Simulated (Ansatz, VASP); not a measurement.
One calculation of GaN, two programs

```
Ga N
1.0
     0.00000    2.25350    2.25350
     2.25350    0.00000    2.25350
     2.25350    2.25350    0.00000
Ga N
1 1
Direct
  0.00000 0.00000 0.00000
  0.25000 0.25000 0.25000
```

Alike in both runs: task single point; functional LDA; k mesh 8 × 8 × 8; occupations gaussian, width 0.1 eV; no spin polarisation.

|  | VASP | Ansatz |
| --- | --- | --- |
| version | VASP 6.6.1 | Ansatz 0.2.0 |
| potentials or method | VASP PAW LDA potentials, release 64 (Ga_d, N), cutoff 520 eV | scalar-relativistic, plane waves, PAW |
| valence electrons in the cell | 18 | 18 |

VASP gave:

```
gap on the k mesh at the Fermi level (eV) : 1.75
least direct gap on the mesh (eV)         : 1.75
pressure (GPa)                            : -5.5
```

Task: Estimate Ansatz's values.

Result: gap on the k mesh at the Fermi level (eV): 1.74; least direct gap on the mesh (eV): 1.74; pressure (GPa): -6.5.

Ansatz warns that its potentials were made for another functional, while VASP's fit it. LDA's correlation is that of Perdew and Zunger in VASP and of Perdew and Wang (1992) in Ansatz.
